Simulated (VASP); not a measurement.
# Ga (I4/mmm) in VASP: notebook, part 2 of 2

VASP 6.6.1. The steps go on from the part before.

## Step 4: Single point, PBE

This run uses another cell than the first one, of 17.72 Å³/atom, 1.020 times its volume.

Input file INCAR:

```
  ALGO = Normal
  EDIFF = 1E-7
  ENCUT = 520
  GGA = PE
  ISIF = 2
  ISMEAR = -1
  LASPH = T
  LCHARG = F
  LREAL = F
  LWAVE = F
  NBANDS = 12
  NELM = 80
  PREC = Accurate
  SIGMA = 0.05
```

Input file KPOINTS:

```
k-points
0
Gamma
  13 13 13
```

Input file POSCAR:

```
Ga
1.0
   -1.3843987196      1.3843987196      2.3112238365
    1.3843987196     -1.3843987196      2.3112238365
    1.3843987196      1.3843987196     -2.3112238365
Ga
1
Direct
    0.0000000000      0.0000000000      0.0000000000
```

The run is started by

```console
> cat potpaw_PBE.64/Ga_d/POTCAR > POTCAR
> mpirun -np 1 vasp_std > vasp.out
```

Run time: 11 s. Hardware: 1 thread of Intel Xeon 6975P-C (Granite Rapids), shared host; peak memory 0.16 GiB.

The run converged. Its results:

```yaml
Free_energy: -2.8761 eV
Pressure: 3.6 GPa
```

Stress tensor (GPa, compression positive):
```
3.76 0.00 0.00
0.00 3.76 0.00
0.00 0.00 3.26
```

Levels at points of the mesh, in eV from the Fermi level:
| k point | band 3 | band 4 | band 5 | band 6 | band 7 | band 8 | band 9 | band 10 |
| --- | --- | --- | --- | --- | --- | --- | --- | --- |
| (0.00, 0.00, 0.00) | -14.86 | -14.86 | -14.70 | -11.48 | 12.75 | 13.06 | 13.06 | 16.42 |

## Step 5: Single point, PBE (volume scaled by 1.04)

Input file INCAR:

```
PREC = Accurate
ENCUT = 520
EDIFF = 1E-6
ISMEAR = -1
SIGMA = 0.05
LREAL = False
LASPH = True
NELM = 100
ALGO = Fast
ISIF = 2
LWAVE = False
LCHARG = True
GGA = PE
LELF = True
LVHAR = True
NBANDS = 12
```

Input file KPOINTS:

```
Automatic mesh
0
Gamma
  13 13 13
```

Input file POSCAR:

```
Ga
1.0
   -1.4026165814      1.4026165814      2.3416381643
    1.4026165814     -1.4026165814      2.3416381643
    1.4026165814      1.4026165814     -2.3416381643
Ga
1
Direct
    0.0000000000      0.0000000000      0.0000000000
```

Potentials or basis: VASP PAW PBE potentials, release 64 (Ga_d).

The run is started by

```console
> cat potpaw_PBE.64/Ga_d/POTCAR > POTCAR
> mpirun -np 1 vasp_std > vasp.out
```

OUTCAR:

```text
PREC = Accurate
   ENCUT = 520
   EDIFF = 1E-6
   ISMEAR = -1
   LREAL = False
   LASPH = True
   NELM = 100
   ISIF = 2
   GGA = PE

 ion  position               nearest neighbor table
   1  0.000  0.000  0.000-

  LATTYP: Found a body centered tetragonal cell.
 ALAT       =     2.8052331628
 C/A-ratio  =     1.6694784557

  Lattice vectors:

 A1 = (  -1.4026165814,   1.4026165814,   2.3416381643)
 A2 = (   1.4026165814,  -1.4026165814,   2.3416381643)
 A3 = (   1.4026165814,   1.4026165814,  -2.3416381643)

Analysis of symmetry for initial positions (statically):
=====================================================================
 Subroutine PRICEL returns:
 Original cell was already a primitive cell.

 Routine SETGRP: Setting up the symmetry group for a
 body centered tetragonal supercell.

 Subroutine GETGRP returns: Found 16 space group operations
 (whereof 16 operations were pure point group operations)
 out of a pool of 16 trial point group operations.

The static configuration has the point symmetry D_4h.

Analysis of symmetry for dynamics (positions and initial velocities):
[... 158 lines left out ...]

 val. band max:        5.6919921430   @ k =  -0.1538  -0.3846   0.0769
 cond. band min:       5.7602377257   @ k =  -0.3077  -0.3846   0.0769
 fundamental gap:      0.0682455827
 Fermi energy:         5.7073576720

 k-point     1 :       0.0000    0.0000    0.0000
  band No.  band energies     occupation
      1      -9.2857      2.00000
      2      -9.1437      2.00000
      3      -9.1098      2.00000
      4      -9.1098      2.00000
      5      -8.9600      2.00000
      6      -5.4553      2.00000
      7      17.9855      0.00000
      8      18.3281      0.00000
      9      18.3281      0.00000
     10      21.7586      0.00000
     11      22.1219      0.00000
     12      22.7174      0.00000
[... 331 lines left out ...]
 k-point    24 :       0.4615    0.1538    0.0000
  band No.  band energies     occupation
      1      -9.2327      2.00000
      2      -9.1738      2.00000
      3      -9.1130      2.00000
      4      -9.0072      2.00000
      5      -8.9197      2.00000
      6       1.4029      2.00000
      7       2.3737      2.00000
      8      12.0664      0.00000
      9      13.8070      0.00000
     10      17.6301      0.00000
     11      19.9355      0.00000
     12      26.0558      0.00000

 [... further k-points ...]
[... 5 lines left out ...]
  --------------------------------------------------------------------------------------
  -------------------------------------------------------------------------------------
  Total        0.1470584      0.1470584      0.1162101      0.0000000     -0.0000000      0.0000000
  in kB       12.7862398     12.7862398     10.1040791      0.0000000     -0.0000000      0.0000000
  external PRESSURE =      11.8921862 kB  Pullay stress =       0.0000000 kB

 VOLUME and BASIS-vectors are now :
 -----------------------------------------------------------------------------
  energy-cutoff  :      520.00
  volume of cell :       18.43
      direct lattice vectors                 reciprocal lattice vectors
    -1.402616581  1.402616581  2.341638164     0.000000000  0.356476607  0.213525731
     1.402616581 -1.402616581  2.341638164     0.356476607  0.000000000  0.213525731
     1.402616581  1.402616581 -2.341638164     0.356476607  0.356476607  0.000000000

 POSITION                                       TOTAL-FORCE (eV/Angst)
 -----------------------------------------------------------------------------------
      0.00000      0.00000      0.00000         0.000000     -0.000000     -0.000000
 -----------------------------------------------------------------------------------
    total drift:                                0.000000      0.000000      0.000000

  FREE ENERGIE OF THE ION-ELECTRON SYSTEM (eV)
  ---------------------------------------------------
  free  energy   TOTEN  =        -2.8865484187 eV

  energy  without entropy=       -2.8831562935  energy(sigma->0) =       -2.88485236
```

Run time: 13 s. Hardware: 1 thread of Intel Xeon 6975P-C (Granite Rapids), shared host; peak memory 0.16 GiB.

What came out:

```
Free energy : -2.8865 eV
Pressure    : 1.2 GPa
```

Levels at points of the mesh, in eV from the Fermi level:
```
           k point  band 2  band 3  band 4  band 5  band 6  band 7  band 8  band 9  band 10  band 11
(0.00, 0.00, 0.00)  -14.85  -14.82  -14.82  -14.67  -11.16   12.28   12.62   12.62    16.05    16.41
```

Caveat: the cell differs from its parent crystal (volume scaled by 1.04).

## Step 6: Single point, PBE (volume scaled by 1.06)

Input file INCAR:

```
PREC = Accurate
ENCUT = 520
EDIFF = 1E-6
ISMEAR = -1
SIGMA = 0.05
LREAL = F
LASPH = T
NELM = 80
ALGO = Normal
ISIF = 2
LWAVE = F
LCHARG = F
GGA = PE
NBANDS = 12
```

Input file KPOINTS:

```
regular mesh
0
Gamma
  13 13 13
```

Input file POSCAR:

```
Ga
1.0
   -1.4115506858      1.4115506858      2.3565534592
    1.4115506858     -1.4115506858      2.3565534592
    1.4115506858      1.4115506858     -2.3565534592
Ga
1
Direct
    0.0000000000      0.0000000000      0.0000000000
```

Potentials or basis: VASP PAW PBE potentials, release 64 (Ga_d).

The run is started by

```console
> cat potpaw_PBE.64/Ga_d/POTCAR > POTCAR
> mpirun -np 1 vasp_std > vasp.out
```

Run time: 10 s. Hardware: 1 thread of Intel Xeon 6975P-C (Granite Rapids), shared host; peak memory 0.16 GiB.

Results (log left out):

- Free energy: -2.8881 eV
- Pressure: 0.2 GPa

Stress tensor (GPa, compression positive):
```
0.27 0.00 0.00
0.00 0.27 0.00
0.00 0.00 0.03
```

Levels at points of the mesh, in eV from the Fermi level:
| k point | band 4 | band 5 | band 6 | band 7 | band 8 | band 9 |
| --- | --- | --- | --- | --- | --- | --- |
| (0.00, 0.00, 0.00) | -14.80 | -14.65 | -11.01 | 12.06 | 12.41 | 12.41 |

Caveat: the cell differs from its parent crystal (volume scaled by 1.06).

## Step 7: The runs side by side

| cell | gap on the mesh (eV) | pressure (GPa) |
| --- | --- | --- |
| a = 3.009 Å, angles 125.6, 125.6, 80.5°, 1 atom | none | 5.0 |
| a = 3.029 Å, angles 125.6, 125.6, 80.5°, 1 atom | none | 3.6 |
| a = 3.069 Å, angles 125.6, 125.6, 80.5°, 1 atom | none | 1.2 |
| a = 3.088 Å, angles 125.6, 125.6, 80.5°, 1 atom | none | 0.2 |

Alike in all rows: task single point; level PBE; potentials or basis VASP PAW PBE potentials, release 64 (Ga_d); no spin polarisation; k mesh 13 × 13 × 13; cutoff (eV) 520; smearing fermi-dirac 0.05 eV.

Absolute energies hang on the potentials; compare differences alone.
